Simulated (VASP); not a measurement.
# Si2F (P6/mmm) in VASP: notebook

The runs below take Si2F through single point, relaxation of cell and atoms, with PBE.

Everything below comes from runs of VASP 6.6.1. Logs are shortened: lines on timing, memory, paths and dates and some standing lists are left out, and cuts for length are marked.

## (1) The cell of the first run

It takes space group P6/mmm (No. 191, hexagonal). Conventional cell: a = 3.434 Å, b = 3.434 Å, c = 3.708 Å, α = 90.00°, β = 90.00°, γ = 120.00°. Within 2.6 Å of Si (site symmetry -6m2) lie 3 Si at 1.98 Å. F (site symmetry 6/mmm) has 12 Si at 2.71 Å and 6 F at 3.43 Å within 3.6 Å.

## (2) Single point, PBE

Input file INCAR:

```
  PREC = Accurate
  ENCUT = 520
  EDIFF = 1E-6
  ISMEAR = 0
  SIGMA = 0.1
  LREAL = F
  LASPH = T
  NELM = 60
  ALGO = Normal
  ISIF = 2
  LWAVE = F
  LCHARG = F
  GGA = PE
  NBANDS = 14
```

Input file KPOINTS:

```
Automatic mesh
0
Gamma
  6 6 6
```

Input file POSCAR:

```
Si2F
1.0
    3.4342192245      0.0000000000      0.0000000000
   -1.7171096123      2.9741210906      0.0000000000
    0.0000000000      0.0000000000      3.7080440132
Si F
2 1
Direct
    0.3333333333      0.6666666667      0.5000000000
    0.6666666667      0.3333333333      0.5000000000
    0.0000000000      0.0000000000      0.0000000000
```

Potentials or basis: VASP PAW PBE potentials, release 64 (Si, F).

The run is started by

```bash
cat potpaw_PBE.64/Si/POTCAR potpaw_PBE.64/F/POTCAR > POTCAR
mpirun -np 1 vasp_std > vasp.out
```

OUTCAR:

```text
PREC = Accurate
   ENCUT = 520
   EDIFF = 1E-6
   ISMEAR = 0
   LREAL = F
   LASPH = T
   NELM = 60
   ISIF = 2
   GGA = PE

 ion  position               nearest neighbor table
   1  0.333  0.667  0.500-   2 1.98   2 1.98   2 1.98
   2  0.667  0.333  0.500-   1 1.98   1 1.98   1 1.98
   3  0.000  0.000  0.000-

  LATTYP: Found a hexagonal cell.
 ALAT       =     3.4342192245
 C/A-ratio  =     1.0797342193

  Lattice vectors:

 A1 = (   3.4342192245,   0.0000000000,   0.0000000000)
 A2 = (  -1.7171096123,   2.9741210906,   0.0000000000)
 A3 = (   0.0000000000,   0.0000000000,   3.7080440132)

Analysis of symmetry for initial positions (statically):
=====================================================================
 Subroutine PRICEL returns:
 Original cell was already a primitive cell.

 Routine SETGRP: Setting up the symmetry group for a
 hexagonal supercell.

 Subroutine GETGRP returns: Found 24 space group operations
 (whereof 24 operations were pure point group operations)
 out of a pool of 24 trial point group operations.

The static configuration has the point symmetry D_6h.

Analysis of symmetry for dynamics (positions and initial velocities):
=====================================================================
 Subroutine PRICEL returns:
 Original cell was already a primitive cell.

 Routine SETGRP: Setting up the symmetry group for a
 hexagonal supercell.

 Subroutine GETGRP returns: Found 24 space group operations
 (whereof 24 operations were pure point group operations)
 out of a pool of 24 trial point group operations.

The dynamic configuration has the point symmetry D_6h.

 Subroutine INISYM returns: Found 24 space group operations
 (whereof 24 operations are pure point group operations),
 and found     1 'primitive' translations

----------------------------------------------------------------------------------------

                                     Primitive cell

  volume of cell :      37.8732

  direct lattice vectors                    reciprocal lattice vectors
     3.434219225  0.000000000  0.000000000     0.291187002  0.168116894  0.000000000
    -1.717109612  2.974121091  0.000000000     0.000000000  0.336233788  0.000000000
     0.000000000  0.000000000  3.708044013     0.000000000  0.000000000  0.269683962

  length of vectors
     3.434219225  3.434219225  3.708044013     0.336233788  0.336233788  0.269683962

  position of ions in fractional coordinates (direct lattice)
     0.333333333  0.666666667  0.500000000
     0.666666667  0.333333333  0.500000000
     0.000000000  0.000000000  0.000000000

  ion indices of the primitive-cell ions
   primitive index   ion index
                 1           1
                 2           2
                 3           3

----------------------------------------------------------------------------------------

 KPOINTS: Automatic mesh

Automatic generation of k-mesh.
 Grid dimensions read from file:
 generate k-points for:    6    6    6

 Generating k-lattice:

  Cartesian coordinates                     Fractional coordinates (reciprocal lattice)
     0.048531167  0.028019482  0.000000000     0.166666667  0.000000000  0.000000000
     0.000000000  0.056038965  0.000000000     0.000000000  0.166666667  0.000000000
     0.000000000  0.000000000  0.044947327     0.000000000  0.000000000  0.166666667

  Length of vectors
     0.056038965  0.056038965  0.044947327

  Shift w.r.t. Gamma in fractional coordinates (k-lattice)
     0.000000000  0.000000000  0.000000000

 Subroutine IBZKPT returns following result:
 ===========================================

 Found     28 irreducible k-points:

 Following reciprocal coordinates:
            Coordinates               Weight
  0.000000  0.000000  0.000000      1.000000
  0.166667  0.000000  0.000000      6.000000
  0.333333  0.000000  0.000000      6.000000
  0.500000  0.000000  0.000000      3.000000
  0.166667  0.166667  0.000000      6.000000
  0.333333  0.166667  0.000000     12.000000
[... 16 lines left out ...]
  0.166667  0.000000  0.500000      6.000000
  0.333333  0.000000  0.500000      6.000000
 [... further k-points ...]
   k-points           NKPTS =     28   k-points in BZ     NKDIM =     28   number of bands    NBANDS=     14
   number of dos      NEDOS =    301   number of ions     NIONS =      3
   total plane-waves  NPLWV =  21952
   dimension x,y,z NGX =    28 NGY =   28 NGZ =   28
   dimension x,y,z NGXF=    56 NGYF=   56 NGZF=   56
   ions per type =               2   1
   NGX,Y,Z   is equivalent  to a cutoff of  13.55, 13.55, 12.55 a.u.
   NGXF,Y,Z  is equivalent  to a cutoff of  27.11, 27.11, 25.11 a.u.
 SYSTEM =  unknown system
   PREC   = accura    normal or accurate (medium, high low for compatibility)
   ISTART =      0    job   : 0-new  1-cont  2-samecut
   ICHARG =      2    charge: 1-file 2-atom 10-const
   ISPIN  =      1    spin polarized calculation?
   LNONCOLLINEAR =      F non collinear calculations
   LSORBIT =      F    spin-orbit coupling
   LASPH  =      T    aspherical Exc in radial PAW
   ENCUT  =  520.0 eV  38.22 Ry    6.18 a.u.   6.39  6.39  6.89*2*pi/ulx,y,z
   NELM   =     60;   NELMIN=  2; NELMDL= -5     # of ELM steps
   EDIFF  = 0.1E-05   stopping-criterion for ELM
   LREAL  =      F    real-space projection
   EDIFFG = 0.1E-04   stopping-criterion for IOM
   NSW    =      0    number of steps for IOM
   IBRION =     -1    ionic relax: 0-MD 1-quasi-New 2-CG
   NFREE  =      0    steps in history (QN), initial steepest desc. (CG)
   ISIF   =      2    stress and relaxation
   ISYM   =      2    0-nonsym 1-usesym 2-fastsym
   POTIM  = 0.5000    time-step for ionic-motion
   TEBEG  =    0.0;   TEEND  =   0.0 temperature during run
   PSTRESS=    0.0 pullay stress
   NELECT =      15.0000    total number of electrons
   NUPDOWN=      -1.0000    fix difference up-down
   EMIN   =  10.00;   EMAX   =-10.00  energy-range for DOS
   EFERMI =   0.00;   METHOD = LEGACY
   ISMEAR =     0;   SIGMA  =   0.10  broadening in eV -4-tet -1-fermi 0-gaus
   EFERMI_NEDOS =   21; number of points for ismear=-14 and -15
   IALGO  =     38    algorithm
   IMIX   =      4    mixing-type and parameters
     AMIX     =   0.40;   BMIX     =  1.00
     AMIX_MAG =   1.60;   BMIX_MAG =  1.00
  volume/ion in A,a.u.               =      12.62        85.19
  Fermi-wavevector in a.u.,A,eV,Ry     =   1.202250  2.271923 19.665925  1.445405
  Thomas-Fermi vector in A             =   2.338036
   LORBIT       =      0    0 simple, 1 ext, 2 COOP (PROOUT), +10 PAW based schemes
   GGA     = PE    functional components
   LHFCALC =     F    Hartree Fock is set to
   AEXX    =    0.0000 exact exchange contribution
   IVDW    =     0    specifies the selected vdW correction
   LEPSILON=     F    determine dielectric tensor
   LRPA    =     F    only Hartree local field effects (RPA)
 non-spin polarized calculation
 Gauss-broadening in eV      SIGMA  =   0.10
  energy-cutoff  :      520.00
  volume of cell :       37.87
 maximum number of plane-waves:      1050
 NGX is ok and might be reduce to    28
   NGX = 13   NGY = 13   NGZ = 13

 number of electron      14.9999997 magnetization

 Free energy of the ion-electron system (eV)
  ---------------------------------------------------
  ext. energy  EPLUGINS =         0.00000000
  ---------------------------------------------------
  free energy    TOTEN  =       -10.66300575 eV

  energy without entropy =      -10.65691180  energy(sigma->0) =      -10.65995877

 E-fermi :   7.7385     XC(G=0): -10.7046

 val. band max:        7.6861937166   @ k =   0.3333   0.1667   0.5000
 cond. band min:       7.7827152878   @ k =   0.3333   0.0000   0.0000
 fundamental gap:      0.0965215712
 Fermi energy:         7.7385360661

 k-point     1 :       0.0000    0.0000    0.0000
  band No.  band energies     occupation
      1     -15.7512      2.00000
      2      -4.9979      2.00000
      3       1.5071      2.00000
      4       2.9683      2.00000
      5       2.9683      2.00000
      6       6.1855      2.00000
      7       6.1855      2.00000
      8       7.8792      0.04664
      9      11.1483      0.00000
     10      11.5892      0.00000
     11      11.5892      0.00000
     12      12.2883      0.00000
     13      18.3061      0.00000
     14      18.3997      0.00000

 k-point     2 :       0.1667    0.0000    0.0000
  band No.  band energies     occupation
      1     -15.7074      2.00000
      2      -4.7030      2.00000
      3       1.7218      2.00000
      4       2.4798      2.00000
      5       2.7095      2.00000
      6       4.8605      2.00000
      7       6.0545      2.00000
      8       7.8363      0.16658
      9      10.5568      0.00000
     10      12.1873      0.00000
     11      12.7256      0.00000
     12      14.0324      0.00000
     13      14.9244      0.00000
     14      17.5208      0.00000

 k-point     3 :       0.3333    0.0000    0.0000
  band No.  band energies     occupation
      1     -15.6187      2.00000
      2      -3.8719      2.00000
      3       0.7724      2.00000
      4       2.2154      2.00000
      5       2.2585      2.00000
      6       3.8167      2.00000
      7       5.8691      2.00000
      8       7.7827      0.53211
      9       9.3882      0.00000
     10      12.2078      0.00000
     11      13.7623      0.00000
     12      15.6183      0.00000
     13      16.2703      0.00000
     14      16.4517      0.00000

 k-point     4 :       0.5000    0.0000    0.0000
  band No.  band energies     occupation
      1     -15.5740      2.00000
      2      -3.1171      2.00000
      3      -0.5034      2.00000
      4       2.0591      2.00000
      5       2.5066      2.00000
      6       3.6217      2.00000
      7       5.7964      2.00000
      8       7.7897      0.46977
      9       8.8701      0.00000
     10      11.1083      0.00000
     11      14.9891      0.00000
     12      16.0576      0.00000
     13      16.4365      0.00000
     14      19.0334      0.00000

 k-point     5 :       0.1667    0.1667    0.0000
  band No.  band energies     occupation
      1     -15.6407      2.00000
      2      -4.1257      2.00000
      3       1.3669      2.00000
      4       2.0796      2.00000
      5       2.2600      2.00000
      6       4.2224      2.00000
      7       5.2930      2.00000
      8       7.8252      0.22022
      9      11.1234      0.00000
     10      12.5256      0.00000
     11      12.6795      0.00000
[... 276 lines left out ...]
 k-point    22 :       0.0000    0.0000    0.5000
  band No.  band energies     occupation
      1     -15.6515      2.00000
      2      -5.5233      2.00000
      3       3.1684      2.00000
      4       3.1684      2.00000
      5       3.5055      2.00000
      6       3.9091      2.00000
      7       6.4633      2.00000
      8       6.4633      2.00000
      9      10.8124      0.00000
     10      10.8124      0.00000
     11      13.7388      0.00000
     12      15.4889      0.00000
     13      15.9324      0.00000
     14      15.9324      0.00000

 k-point    23 :       0.1667    0.0000    0.5000
  band No.  band energies     occupation
      1     -15.6196      2.00000
      2      -5.0939      2.00000
      3       2.0833      2.00000
      4       3.0871      2.00000
      5       3.4753      2.00000
      6       4.8502      2.00000
      7       4.8794      2.00000
      8       5.7910      2.00000
      9      10.8893      0.00000
     10      12.2727      0.00000
     11      12.4324      0.00000
     12      15.3602      0.00000
     13      15.9133      0.00000
     14      18.6296      0.00000

 k-point    24 :       0.3333    0.0000    0.5000
  band No.  band energies     occupation
      1     -15.5548      2.00000
      2      -3.8279      2.00000
      3       0.9964      2.00000
      4       1.2806      2.00000
      5       2.9301      2.00000
      6       4.0528      2.00000
      7       4.9295      2.00000
      8       6.4979      2.00000
      9       9.9710      0.00000
     10      10.6078      0.00000
     11      15.4677      0.00000
     12      15.8662      0.00000
     13      18.3775      0.00000
     14      19.2670      0.00000

 [... further k-points ...]

------------------------ aborting loop because EDIFF is reached ----------------------------------------

  FORCE on cell =-STRESS in cart. coord.  units (eV):
  Direction    XX          YY          ZZ          XY          YZ          ZX
  --------------------------------------------------------------------------------------
  -------------------------------------------------------------------------------------
  Total       21.3519612     21.3519612      3.1812370     -0.0000000      0.0000000      0.0000000
  in kB      903.2683876    903.2683876    134.5783071     -0.0000000      0.0000000      0.0000000
  external PRESSURE =     647.0383608 kB  Pullay stress =       0.0000000 kB

 VOLUME and BASIS-vectors are now :
 -----------------------------------------------------------------------------
  energy-cutoff  :      520.00
  volume of cell :       37.87
      direct lattice vectors                 reciprocal lattice vectors
     3.434219225  0.000000000  0.000000000     0.291187002  0.168116894  0.000000000
    -1.717109612  2.974121091  0.000000000     0.000000000  0.336233788  0.000000000
     0.000000000  0.000000000  3.708044013     0.000000000  0.000000000  0.269683962

 POSITION                                       TOTAL-FORCE (eV/Angst)
 -----------------------------------------------------------------------------------
     -0.00000      1.98275      1.85402        -0.000000      0.000000      0.000000
      1.71711      0.99137      1.85402         0.000000      0.000000     -0.000000
      0.00000      0.00000      0.00000        -0.000000      0.000000      0.000000
 -----------------------------------------------------------------------------------
    total drift:                               -0.000000      0.000000      0.000000

  FREE ENERGIE OF THE ION-ELECTRON SYSTEM (eV)
  ---------------------------------------------------
  free  energy   TOTEN  =       -10.6630057460 eV

  energy  without entropy=      -10.6569118029  energy(sigma->0) =      -10.65995877
```

It took 6.6 s on 1 thread of Intel Xeon 6975P-C (Granite Rapids), shared host; peak memory 0.15 GiB.

What came out:

| Property | Result |
| --- | --- |
| Free energy | -10.6630 eV |
| Pressure | 64.7 GPa |

Levels at points of the mesh, in eV from the Fermi level:
| k point | band 5 | band 6 | band 7 | band 8 | band 9 | band 10 |
| --- | --- | --- | --- | --- | --- | --- |
| (0.00, 0.00, 0.00) | -4.77 | -1.55 | -1.55 | 0.14 | 3.41 | 3.85 |
| (0.50, 0.00, 0.00) | -5.23 | -4.12 | -1.94 | 0.05 | 1.13 | 3.37 |
| (0.00, 0.00, 0.50) | -4.23 | -3.83 | -1.28 | -1.28 | 3.07 | 3.07 |
| (0.50, 0.00, 0.50) | -4.88 | -3.82 | -3.13 | 0.11 | 0.67 | 2.74 |

Caveat: an odd number of electrons without spin polarisation forces a metal; a magnetic or distorted state may lie lower.

## (3) Single point, PBE

This run uses another cell than the first one, of 14.10 Å³/atom, 1.117 times its volume.

Input file INCAR:

```
SYSTEM = Si2F
PREC = Accurate
ENCUT = 520
EDIFF = 1E-7
ISMEAR = 0
SIGMA = 0.1
LREAL = .False.
LASPH = .True.
NELM = 60
ALGO = Normal
ISIF = 2
LWAVE = .False.
LCHARG = .False.
GGA = PE
NBANDS = 14
```

Input file KPOINTS:

```
Automatic mesh
0
Gamma
  6 6 6
  0 0 0
```

Input file POSCAR:

```
Si2F
1.0
    4.1207613188      0.0000000000      0.0000000000
   -2.0603806594      3.5686839850      0.0000000000
    0.0000000000      0.0000000000      2.8771740788
Si F
2 1
Direct
    0.3333333333      0.6666666667      0.5000000000
    0.6666666667      0.3333333333      0.5000000000
    0.0000000000      0.0000000000      0.0000000000
```

Potentials or basis: VASP PAW PBE potentials, release 64 (Si, F).

The run is started by

```bash
cat potpaw_PBE.64/Si/POTCAR potpaw_PBE.64/F/POTCAR > POTCAR
mpirun -np 1 vasp_std > vasp.out
```

Run time: 6.3 s. Hardware: 1 thread of Intel Xeon 6975P-C (Granite Rapids), shared host; peak memory 0.15 GiB.

The run converged. Its results:

* Free energy: -13.6708 eV
* Pressure: 0.0 GPa

Stress tensor (GPa, compression positive):
```
 0.08  0.00  0.00
 0.00  0.08  0.00
 0.00  0.00 -0.27
```

Levels at points of the mesh, in eV from the Fermi level:
```tsv
k point	band 3	band 4	band 5	band 6	band 7	band 8	band 9	band 10	band 11	band 12
(0.00, 0.00, 0.00)	-4.28	-4.28	-2.80	-2.12	-2.12	-1.77	4.82	4.82	4.99	6.45
(0.50, 0.00, 0.00)	-7.48	-5.36	-2.70	-2.30	-0.69	1.06	5.80	6.64	7.67	7.84
(0.00, 0.00, 0.50)	-4.38	-3.53	-3.53	-2.88	-0.22	-0.22	2.14	2.51	4.21	4.21
(0.50, 0.00, 0.50)	-6.27	-5.45	-3.74	-2.89	-1.44	-1.27	-0.42	4.62	6.47	8.44
```

Caveat: the k points lie up to 0.36 Å⁻¹ apart; an odd number of electrons without spin polarisation forces a metal; a magnetic or distorted state may lie lower.

[end of part 1 of 2]
